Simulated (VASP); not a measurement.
Write the native input for VASP 6.6.1 that does the following.

- Task: single point
- Functional: PBE
- Potentials or basis: VASP PAW PBE potentials, release 64 (B, Sb, I)
- Cutoff: 520 eV
- k mesh: 6 × 6 × 8
- Occupations: gaussian, width 0.1 eV
- Spin: no spin polarisation
- Dipole correction: no
- Further INCAR settings: ALGO = Normal; EDIFF = 1e-06; NBANDS = 25

The structure of B2SbI3 lies in POSCAR:

```
B2SbI3
1.0
    7.0401949734     -0.0000000030      0.0000000000
   -3.5200974841      6.0969876960      0.0000000000
    0.0000000000      0.0000000000      3.4196045857
B Sb I
2 1 3
Direct
    0.6666666667      0.3333333333      0.0000000000
    0.3333333333      0.6666666667      0.0000000000
    0.0000000000      0.0000000000      0.0000000000
    0.0000000000      0.5000000000      0.5000000000
    0.5000000000      0.5000000000      0.5000000000
    0.5000000000      0.0000000000      0.5000000000
```

The cell was generated, and may not be a known phase.

The input as run:

INCAR

```
PREC = Accurate
ENCUT = 520
EDIFF = 1E-6
ISMEAR = 0
SIGMA = 0.1
LREAL = F
LASPH = T
NELM = 80
ALGO = Normal
ISIF = 2
LWAVE = F
LCHARG = F
GGA = PE
NBANDS = 25
```

KPOINTS

```
Automatic mesh
0
Gamma
  6 6 8
```

Potentials or basis: VASP PAW PBE potentials, release 64 (B, Sb, I).

Run with:

```console
$ cat potpaw_PBE.64/B/POTCAR potpaw_PBE.64/Sb/POTCAR potpaw_PBE.64/I/POTCAR > POTCAR
$ mpirun -np 1 vasp_std > vasp.out
```

It gave:

| Item | Value |
| --- | --- |
| Pressure | -0.1 GPa |
| Band gap on the k mesh | zero (bands 16 and 17 overlap by 1.82 eV) |

Caveat: spin-orbit coupling is left out, which moves the levels of the heavy elements.

Wall time 5.9 min on 1 thread of Intel Xeon 8259CL, with other jobs on the host, peak memory 0.31 GiB.
